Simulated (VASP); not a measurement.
# CaF2 (Fm-3m) in VASP: notebook, part 2 of 2

VASP 6.6.1. The steps go on from the part before.

### Step 3. Single point, PBE (volume changed by -5%)

File INCAR:

```
  PREC = Accurate
  ENCUT = 600
  EDIFF = 1E-6
  ISMEAR = 0
  SIGMA = 0.01
  LREAL = False
  LASPH = True
  NELM = 120
  ALGO = Normal
  ISIF = 2
  LWAVE = False
  LCHARG = False
  GGA = PE
  NBANDS = 19
  GGA_COMPAT = False
```

File KPOINTS:

```
Automatic mesh
0
Gamma
  4 4 4
```

File POSCAR:

```
CaF2
1.0
    0.0000000000      2.6734892711      2.6734892711
    2.6734892711      0.0000000000      2.6734892711
    2.6734892711      2.6734892711      0.0000000000
Ca F
1 2
Direct
    0.0000000000      0.0000000000      0.0000000000
    0.2500000000      0.2500000000      0.2500000000
    0.7500000000      0.7500000000      0.7500000000
```

Potentials or basis: VASP PAW PBE potentials, release 64 (Ca_sv, F).

Started as:

```
$ cat potpaw_PBE.64/Ca_sv/POTCAR potpaw_PBE.64/F/POTCAR > POTCAR
$ mpirun -np 1 vasp_std > vasp.out
```

OUTCAR:

```text
PREC = Accurate
   ENCUT = 600
   EDIFF = 1E-6
   ISMEAR = 0
   LREAL = False
   LASPH = True
   NELM = 120
   ISIF = 2
   GGA = PE

 ion  position               nearest neighbor table
   1  0.000  0.000  0.000-   2 2.32   3 2.32   3 2.32   3 2.32   3 2.32   2 2.32   2 2.32   2 2.32

   2  0.250  0.250  0.250-   1 2.32   1 2.32   1 2.32   1 2.32
   3  0.750  0.750  0.750-   1 2.32   1 2.32   1 2.32   1 2.32

  LATTYP: Found a face centered cubic cell.
 ALAT       =     5.3469785422

  Lattice vectors:

 A1 = (   0.0000000000,   2.6734892711,   2.6734892711)
 A2 = (   2.6734892711,   0.0000000000,   2.6734892711)
 A3 = (   2.6734892711,   2.6734892711,   0.0000000000)

Analysis of symmetry for initial positions (statically):
=====================================================================
 Subroutine PRICEL returns:
 Original cell was already a primitive cell.

 Routine SETGRP: Setting up the symmetry group for a
 face centered cubic supercell.

 Subroutine GETGRP returns: Found 48 space group operations
 (whereof 48 operations were pure point group operations)
[... 146 lines left out ...]

  energy without entropy =      -17.24031842  energy(sigma->0) =      -17.24031842

 E-fermi :  -0.5132     XC(G=0):  -9.9529

 val. band max:       -0.6158182393   @ k =   0.5000   0.5000   0.0000
 cond. band min:       7.0516779097   @ k =   0.0000   0.0000   0.0000
 fundamental gap:      7.6674961490
 Fermi energy:        -0.5131728552

 k-point     1 :       0.0000    0.0000    0.0000
  band No.  band energies     occupation
      1     -36.3393      2.00000
      2     -20.7118      2.00000
      3     -19.8396      2.00000
      4     -17.2763      2.00000
      5     -17.2763      2.00000
      6     -17.2763      2.00000
[... 153 lines left out ...]
      6     -16.8998      2.00000
[... 11 lines left out ...]
     18      14.3186      0.00000
     19      15.7741      0.00000

------------------------ aborting loop because EDIFF is reached ----------------------------------------

  FORCE on cell =-STRESS in cart. coord.  units (eV):
  Direction    XX          YY          ZZ          XY          YZ          ZX
  --------------------------------------------------------------------------------------
  -------------------------------------------------------------------------------------
  Total        2.1388816      2.1388816      2.1388816      0.0000000      0.0000000     -0.0000000
  in kB       89.6668667     89.6668667     89.6668667      0.0000000      0.0000000     -0.0000000
  external PRESSURE =      89.6668667 kB  Pullay stress =       0.0000000 kB

 VOLUME and BASIS-vectors are now :
 -----------------------------------------------------------------------------
  energy-cutoff  :      600.00
  volume of cell :       38.22
      direct lattice vectors                 reciprocal lattice vectors
     0.000000000  2.673489271  2.673489271    -0.187021510  0.187021510  0.187021510
     2.673489271  0.000000000  2.673489271     0.187021510 -0.187021510  0.187021510
     2.673489271  2.673489271  0.000000000     0.187021510  0.187021510 -0.187021510

 POSITION                                       TOTAL-FORCE (eV/Angst)
 -----------------------------------------------------------------------------------
      0.00000      0.00000      0.00000        -0.000000     -0.000000     -0.000000
      1.33674      1.33674      1.33674         0.000000      0.000000      0.000000
      4.01023      4.01023      4.01023        -0.000000     -0.000000     -0.000000
 -----------------------------------------------------------------------------------
    total drift:                                0.000000     -0.000000      0.000000

  FREE ENERGIE OF THE ION-ELECTRON SYSTEM (eV)
  ---------------------------------------------------
  free  energy   TOTEN  =       -17.2403184218 eV

  energy  without entropy=      -17.2403184218  energy(sigma->0) =      -17.24031842
```

OSZICAR:

```text
N       E                     dE             d eps       ncg     rms          rms(c)
DAV:   1     0.224125017603E+03    0.22413E+03   -0.15419E+04   304   0.147E+03
DAV:   2    -0.730527499337E+01   -0.23143E+03   -0.22648E+03   347   0.367E+02
DAV:   3    -0.181471699546E+02   -0.10842E+02   -0.10795E+02   345   0.839E+01
DAV:   4    -0.185345234686E+02   -0.38735E+00   -0.38647E+00   455   0.123E+01
DAV:   5    -0.185372753971E+02   -0.27519E-02   -0.27519E-02   355   0.123E+00    0.798E+00
DAV:   6    -0.172218898541E+02    0.13154E+01   -0.52832E+00   328   0.162E+01    0.292E+00
DAV:   7    -0.172193759266E+02    0.25139E-02   -0.12047E-01   362   0.343E+00    0.169E+00
DAV:   8    -0.172376996417E+02   -0.18324E-01   -0.39043E-02   327   0.217E+00    0.227E-01
DAV:   9    -0.172395177508E+02   -0.18181E-02   -0.67639E-03   366   0.664E-01    0.124E-01
DAV:  10    -0.172402755043E+02   -0.75775E-03   -0.13498E-03   313   0.287E-01    0.185E-02
DAV:  11    -0.172403165733E+02   -0.41069E-04   -0.10383E-04   356   0.784E-02    0.120E-02
DAV:  12    -0.172403183613E+02   -0.17880E-05   -0.11146E-05   403   0.353E-02    0.251E-03
DAV:  13    -0.172403184218E+02   -0.60531E-07   -0.27513E-06   337   0.142E-02
   1 F= -.17240318E+02 E0= -.17240318E+02  d E =-.462141E-49
```

stdout:

```text
POSCAR found type information on POSCAR CaF
 POSCAR found :  2 types and       3 ions
 scaLAPACK will be used
 LDA part: xc-table for (Slater+PW92), standard interpolation
 POSCAR, INCAR and KPOINTS ok, starting setup
 FFT: planning ... GRIDC
 FFT: planning ... GRID_SOFT
 FFT: planning ... GRID
 WAVECAR not read
 entering main loop
```

Run time: 21 s. Hardware: 1 thread of AMD EPYC 7R13, shared host; peak memory 0.14 GiB.

What came out:

| Quantity | Value |
| --- | --- |
| Free energy | -17.2403 eV |
| Pressure | 9.0 GPa |
| Band gap on the k mesh | 7.67 eV, indirect (least direct gap 7.93 eV) |

Levels at points of the mesh, in eV from the valence-band top:
| k point | band 8 | band 9 | band 10 | band 11 | band 12 | band 13 | band 14 | band 15 | band 16 | band 17 |
| --- | --- | --- | --- | --- | --- | --- | --- | --- | --- | --- |
| (0.00, 0.00, 0.00) | -2.32 | -2.32 | -0.27 | -0.27 | -0.27 | 7.67 | 9.41 | 9.41 | 11.74 | 11.74 |
| (0.50, 0.00, 0.00) | -1.67 | -1.37 | -1.31 | -0.88 | -0.88 | 9.66 | 9.66 | 10.17 | 11.06 | 11.42 |
| (0.50, 0.50, 0.00) | -1.73 | -1.73 | -0.41 | -0.41 | 0.00 | 8.30 | 9.89 | 10.43 | 11.30 | 11.30 |

Caveat: the k points lie up to 0.51 Å⁻¹ apart. A k mesh can miss the band edges.
